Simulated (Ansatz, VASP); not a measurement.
**BaHfO3: VASP beside Ansatz**

File INCAR:

```
  PREC = Accurate
  ENCUT = 600
  EDIFF = 1E-6
  ISMEAR = 0
  SIGMA = 0.02
  LREAL = False
  LASPH = True
  NELM = 120
  ALGO = Normal
  ISIF = 2
  LWAVE = False
  LCHARG = True
  GGA = PE
  LELF = True
  LVHAR = True
  NBANDS = 27
  GGA_COMPAT = False
```

File KPOINTS:

```
regular mesh
0
Gamma
  6 6 6
```

Contents of POSCAR:

```
BaHfO3
1.0
    4.1700000000      0.0000000000      0.0000000000
    0.0000000000      4.1700000000      0.0000000000
    0.0000000000      0.0000000000      4.1700000000
Ba Hf O
1 1 3
Direct
    0.0000000000      0.0000000000      0.0000000000
    0.5000000000      0.5000000000      0.5000000000
    0.5000000000      0.5000000000      0.0000000000
    0.0000000000      0.5000000000      0.5000000000
    0.5000000000      0.0000000000      0.5000000000
```

Input for Ansatz:

```yaml
crystal:
  lattice:
    - [4.17, 0.0, 0.0]
    - [0.0, 4.17, 0.0]
    - [0.0, 0.0, 4.17]
  atoms:
    - { symbol: Ba, position: [0.0, 0.0, 0.0] }
    - { symbol: Hf, position: [0.5, 0.5, 0.5] }
    - { symbol: O, position: [0.5, 0.5, 0.0] }
    - { symbol: O, position: [0.0, 0.5, 0.5] }
    - { symbol: O, position: [0.5, 0.0, 0.5] }
basis:
  ecutwfc: 420
kpoints:
  mp_grid: { grid: [6, 6, 6] }
  band_path:
    path:
      - [[0.0, 0.0, 0.0], [0.0, 0.5, 0.0], [0.5, 0.5, 0.0], [0.0, 0.0, 0.0], [0.5, 0.5, 0.5], [0.0, 0.5, 0.0]]
      - [[0.5, 0.5, 0.5], [0.5, 0.5, 0.0]]
    npoints: 10
hamiltonian:
  xc: pbe
  pseudopotentials: { kind: paw, azcp: { folder: soft_1 } }
scf:
  occupations: { method: gaussian, width: 0.02 }
  n_extra_bands: 8
output:
  forces: true
  stress: true
  eigenvalues: true
```

Alike in both runs: task single point; functional PBE; k mesh 6 × 6 × 6; occupations gaussian, width 0.02 eV; no spin polarisation.

```csv
,VASP,Ansatz
version,VASP 6.6.1,Ansatz 0.2.0
potentials or method,"VASP PAW PBE potentials, release 64 (Ba_sv, Hf_pv, O), cutoff 600 eV","scalar-relativistic, plane waves, PAW"
valence electrons in the cell,38,54
```

VASP gave:

```
gap on the k mesh at the Fermi level (eV) : 3.59
least direct gap on the mesh (eV)         : 3.80
pressure (GPa)                            : 3.6
```

Problem. Which values does Ansatz return?

Solution. gap on the k mesh at the Fermi level (eV): 3.68; least direct gap on the mesh (eV): 3.78; pressure (GPa): 4.3.

VASP's potentials hold 38 valence electrons a cell and Ansatz's 54, so a difference there can come from the potentials and not from the codes.

Neither program's run includes spin-orbit coupling.
